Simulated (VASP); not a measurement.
# SnSe2 (P-3m1) in VASP: a series of runs, part 2 of 2

VASP 6.6.1.

## 3. Single point, r2SCAN

Contents of POSCAR:

```
SnSe2
1.0
    3.8251493292      0.0000000000      0.0000000000
   -1.9125746646      3.3126764923      0.0000000000
    0.0000000000      0.0000000000      6.2270790415
Sn Se
1 2
Direct
    0.0000000000      0.0000000000      0.0000000000
    0.3333333333      0.6666666667      0.2530782243
    0.6666666667      0.3333333333      0.7469217757
```

Contents of INCAR.step1:

```
ALGO = Normal
EDIFF = 1E-4
ENCUT = 520
GGA = PE
ISMEAR = 0
LASPH = T
LCHARG = F
LREAL = F
LWAVE = T
NBANDS = 20
NELM = 80
PREC = Accurate
SIGMA = 0.01
```

Contents of INCAR.step2:

```
ALGO = Normal
EDIFF = 1E-6
ENCUT = 520
ISIF = 2
ISMEAR = 0
ISTART = 1
LASPH = T
LCHARG = F
LMIXTAU = T
LREAL = F
LWAVE = F
METAGGA = R2SCAN
NBANDS = 20
NELM = 80
PREC = Accurate
SIGMA = 0.01
```

Contents of KPOINTS:

```
k-points
0
Gamma
  6 6 4
```

Potentials or basis: VASP PAW PBE potentials, release 64 (Sn_d, Se).

The run is started by

```
> cat potpaw_PBE.64/Sn_d/POTCAR potpaw_PBE.64/Se/POTCAR > POTCAR
> cp INCAR.step1 INCAR
> mpirun -np 1 vasp_std > vasp.out
> cp INCAR.step2 INCAR
> mpirun -np 1 vasp_std > vasp.out
```

OUTCAR:

```text
EDIFF = 1E-6
   ENCUT = 520
   ISIF = 2
   ISMEAR = 0
   ISTART = 1
   LASPH = T
   LREAL = F
   METAGGA = R2SCAN
   NELM = 80
   PREC = Accurate

 ion  position               nearest neighbor table
   1  0.000  0.000  0.000-   2 2.71   3 2.71   2 2.71   3 2.71   3 2.71   2 2.71
   2  0.333  0.667  0.253-   1 2.71   1 2.71   1 2.71
   3  0.667  0.333  0.747-   1 2.71   1 2.71   1 2.71

  LATTYP: Found a hexagonal cell.
 ALAT       =     3.8251493292
 C/A-ratio  =     1.6279309657

  Lattice vectors:

 A1 = (   3.8251493292,   0.0000000000,   0.0000000000)
 A2 = (  -1.9125746646,   3.3126764923,   0.0000000000)
 A3 = (   0.0000000000,   0.0000000000,   6.2270790415)

Analysis of symmetry for initial positions (statically):
=====================================================================
 Subroutine PRICEL returns:
 Original cell was already a primitive cell.

 Routine SETGRP: Setting up the symmetry group for a
 hexagonal supercell.

 Subroutine GETGRP returns: Found 12 space group operations
 (whereof 12 operations were pure point group operations)
 out of a pool of 24 trial point group operations.

The static configuration has the point symmetry D_3d.

Analysis of symmetry for dynamics (positions and initial velocities):
=====================================================================
 Subroutine PRICEL returns:
 Original cell was already a primitive cell.

 Routine SETGRP: Setting up the symmetry group for a
 hexagonal supercell.

 Subroutine GETGRP returns: Found 12 space group operations
 (whereof 12 operations were pure point group operations)
 out of a pool of 24 trial point group operations.

[... 111 lines left out ...]
   PSTRESS=    0.0 pullay stress
   NELECT =      26.0000    total number of electrons
   NUPDOWN=      -1.0000    fix difference up-down
   EMIN   =  10.00;   EMAX   =-10.00  energy-range for DOS
   EFERMI =   0.00;   METHOD = LEGACY
   ISMEAR =     0;   SIGMA  =   0.01  broadening in eV -4-tet -1-fermi 0-gaus
   EFERMI_NEDOS =   21; number of points for ismear=-14 and -15
   IALGO  =     38    algorithm
   IMIX   =      4    mixing-type and parameters
     AMIX     =   0.40;   BMIX     =  1.00
     AMIX_MAG =   1.60;   BMIX_MAG =  1.00
  volume/ion in A,a.u.               =      26.30       177.50
  Fermi-wavevector in a.u.,A,eV,Ry     =   1.130738  2.136785 17.395982  1.278569
  Thomas-Fermi vector in A             =   2.267435
   LORBIT       =      0    0 simple, 1 ext, 2 COOP (PROOUT), +10 PAW based schemes
   METAGGA = R2SCAN    functional components
   LHFCALC =     F    Hartree Fock is set to
   AEXX    =    0.0000 exact exchange contribution
   IVDW    =     0    specifies the selected vdW correction
   LEPSILON=     F    determine dielectric tensor
   LRPA    =     F    only Hartree local field effects (RPA)
 non-spin polarized calculation
 Gauss-broadening in eV      SIGMA  =   0.01
  energy-cutoff  :      520.00
  volume of cell :       78.91
 maximum number of plane-waves:      2142
   NGX = 15   NGY = 15   NGZ = 23

 number of electron      26.0000000 magnetization

 Free energy of the ion-electron system (eV)
  ---------------------------------------------------
  ext. energy  EPLUGINS =         0.00000000
  ---------------------------------------------------
  free energy    TOTEN  =       -54.61669834 eV

  energy without entropy =      -54.61669834  energy(sigma->0) =      -54.61669834

 E-fermi :   3.7136     XC(G=0):  -9.9187

 val. band max:        3.5859435285   @ k =   0.1667   0.0000   0.2500
 cond. band min:       4.6554833308   @ k =   0.5000  -0.0000   0.5000
 fundamental gap:      1.0695398023
 Fermi energy:         3.7135506610

 k-point     1 :       0.0000    0.0000    0.0000
  band No.  band energies     occupation
      1     -18.2389      2.00000
      2     -18.2388      2.00000
      3     -18.1835      2.00000
      4     -18.1752      2.00000
      5     -18.1752      2.00000
      6     -10.6255      2.00000
[... 541 lines left out ...]
     19      13.4029      0.00000
     20      13.4294      0.00000

------------------------ aborting loop because EDIFF is reached ----------------------------------------

  FORCE on cell =-STRESS in cart. coord.  units (eV):
  Direction    XX          YY          ZZ          XY          YZ          ZX
  --------------------------------------------------------------------------------------
  -------------------------------------------------------------------------------------
  Total        0.5286548      0.5286548      0.4377176     -0.0000000      0.0000000     -0.0000000
  in kB       10.7342321     10.7342321      8.8877693     -0.0000000      0.0000000     -0.0000000
  external PRESSURE =      10.1187445 kB  Pullay stress =       0.0000000 kB

 VOLUME and BASIS-vectors are now :
 -----------------------------------------------------------------------------
  energy-cutoff  :      520.00
  volume of cell :       78.91
      direct lattice vectors                 reciprocal lattice vectors
     3.825149329  0.000000000  0.000000000     0.261427702  0.150935354  0.000000000
    -1.912574665  3.312676492  0.000000000     0.000000000  0.301870709  0.000000000
     0.000000000  0.000000000  6.227079041     0.000000000  0.000000000  0.160588936

 POSITION                                       TOTAL-FORCE (eV/Angst)
 -----------------------------------------------------------------------------------
      0.00000      0.00000      0.00000        -0.000000      0.000000      0.000000
     -0.00000      2.20845      1.57594         0.000000     -0.000000     -0.025726
      1.91257      1.10423      4.65114        -0.000000      0.000000      0.025726
 -----------------------------------------------------------------------------------
    total drift:                                0.000000      0.000000      0.000000

  FREE ENERGIE OF THE ION-ELECTRON SYSTEM (eV)
  ---------------------------------------------------
  free  energy   TOTEN  =       -54.6166983427 eV

  energy  without entropy=      -54.6166983427  energy(sigma->0) =      -54.61669834
```

OUTCAR.step1:

```text
EDIFF = 1E-4
   ENCUT = 520
   GGA = PE
   ISMEAR = 0
[... 775 lines left out ...]
      0.00000      0.00000      0.00000        -0.000000      0.000000      0.000000
     -0.00000      2.20845      1.57594        -0.000000     -0.000000      0.263297
      1.91257      1.10423      4.65114         0.000000      0.000000     -0.263297
 -----------------------------------------------------------------------------------
    total drift:                               -0.000000      0.000000      0.000000

  FREE ENERGIE OF THE ION-ELECTRON SYSTEM (eV)
  ---------------------------------------------------
  free  energy   TOTEN  =       -11.8127063435 eV

  energy  without entropy=      -11.8127063435  energy(sigma->0) =      -11.81270634
```

OSZICAR.step1:

```text
N       E                     dE             d eps       ncg     rms          rms(c)
DAV:   1     0.203101458173E+03    0.20310E+03   -0.12193E+04   984   0.145E+03
DAV:   2     0.113371375924E+02   -0.19176E+03   -0.18491E+03  1056   0.383E+02
DAV:   3    -0.112668833464E+02   -0.22604E+02   -0.22125E+02  1176   0.111E+02
DAV:   4    -0.120570929715E+02   -0.79021E+00   -0.78922E+00  1136   0.223E+01
DAV:   5    -0.120767855327E+02   -0.19693E-01   -0.19691E-01  1372   0.361E+00    0.497E+00
DAV:   6    -0.118291720599E+02    0.24761E+00   -0.51780E-01  1456   0.736E+00    0.320E+00
DAV:   7    -0.118121186099E+02    0.17053E-01   -0.15215E-01  1132   0.243E+00    0.102E+00
DAV:   8    -0.118121905064E+02   -0.71897E-04   -0.11931E-02  1212   0.102E+00    0.274E-01
DAV:   9    -0.118126985518E+02   -0.50805E-03   -0.15274E-03  1096   0.295E-01    0.841E-02
DAV:  10    -0.118127063435E+02   -0.77917E-05   -0.10886E-04   872   0.746E-02
   1 F= -.11812706E+02 E0= -.11812706E+02  d E =-.638331E-16
```

It took 2 min on 1 thread of AMD EPYC 7R13 (Zen 3), shared host; peak memory 0.18 GiB.

What came out:

```yaml
Free_energy: -54.6167 eV
Pressure: 1.0 GPa
Largest_force: 0.026 eV/Å
Band_gap_on_the_k_mesh: 1.07 eV, indirect (least direct gap 1.51 eV)
```

Forces in eV/Å, atoms in the order of the input:
```
Sn   0.000  0.000  0.000
Se   0.000  0.000 -0.026
Se   0.000  0.000  0.026
```

Levels at points of the mesh, in eV from the valence-band top:
```
           k point  band 9  band 10  band 11  band 12  band 13  band 14  band 15  band 16  band 17  band 18
(0.00, 0.00, 0.00)   -0.53    -0.53    -0.25    -0.25    -0.05     1.49     3.63     5.12     5.12     8.74
(0.50, 0.00, 0.00)   -4.36    -2.87    -2.49    -1.17    -0.22     1.46     4.32     5.83     5.91     7.49
(0.00, 0.00, 0.50)   -2.06    -0.63    -0.63    -0.09    -0.09     2.87     3.57     4.85     4.85     8.64
(0.50, 0.00, 0.50)   -4.81    -2.31    -1.95    -0.77    -0.62     1.07     4.71     5.25     6.37     6.67
```

Caveat: the PAW data sets were made with another functional, which shifts forces and pressure a little; spin-orbit coupling is left out, which moves the levels of the heavy elements.
